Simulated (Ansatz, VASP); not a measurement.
**Two plane-wave programs on W**

File INCAR:

```
ALGO     = Fast           # electronic algorithm
EDIFF    = 1E-7           # SCF threshold, eV
ENCUT    = 520            # plane-wave cutoff, eV
GGA      = PS             # functional
ISIF     = 2              # what is computed and relaxed
ISMEAR   = 0              # smearing method
LASPH    = True           # aspherical terms in the spheres
LCHARG   = True           # write CHGCAR
LELF     = True           # ELF
LREAL    = False          # projectors in reciprocal space
LVHAR    = True         
LWAVE    = False          # write WAVECAR
NBANDS   = 13             # bands
NELM     = 80             # most SCF steps
PREC     = Accurate       # precision mode
SIGMA    = 0.15           # smearing width, eV
```

File KPOINTS:

```
k-points
0
Gamma
  20 20 20
```

The input POSCAR:

```
W
1.0
    0.0000000000      2.0300000000      1.9894000000
    2.0300000000      0.0000000000      1.9894000000
    2.0300000000      2.0300000000      0.0000000000
W
1
Direct
    0.0000000000      0.0000000000      0.0000000000
```

Input for Ansatz:

```yaml
crystal:
  lattice:
    - [0.0, 2.03, 1.9894]
    - [2.03, 0.0, 1.9894]
    - [2.03, 2.03, 0.0]
  atoms:
    - { symbol: W, position: [0.0, 0.0, 0.0] }
basis:
  ecutwfc: 420
kpoints:
  mp_grid: { grid: [20, 20, 20] }
hamiltonian:
  xc: pbesol
scf:
  occupations: { method: gaussian, width: 0.15 }
output:
  forces: true
  stress: true
  eigenvalues: true
```

Change from the starting cell: strain -0.0200 x Voigt [0, 0, 1, 0, 0, 0], atoms carried along.

Alike in both runs: task single point; functional PBEsol; k mesh 20 × 20 × 20; occupations gaussian, width 0.15 eV; no spin polarisation.

|  | VASP | Ansatz |
| --- | --- | --- |
| version | VASP 6.6.1 | Ansatz 0.2.0 |
| potentials or method | VASP PAW PBE potentials, release 64 (W_sv), cutoff 520 eV | scalar-relativistic, plane waves, PAW |
| valence electrons in the cell | 14 | 14 |

Ansatz gave:

| Property | Result |
| --- | --- |
| gap on the k mesh at the Fermi level (eV) | none |
| pressure (GPa) | -7.4 |
| traceless stress, the component that is largest in VASP (GPa) | -4.69 |

Task: Which values does VASP return?

Result: gap on the k mesh at the Fermi level (eV): none; pressure (GPa): -6.8; traceless stress, the component that is largest in VASP (GPa): -4.74.

VASP's potentials were made for PBE, not for PBEsol. A gap of «none» marks a metal or a gap that the smearing closes.

Spin-orbit coupling is off throughout.
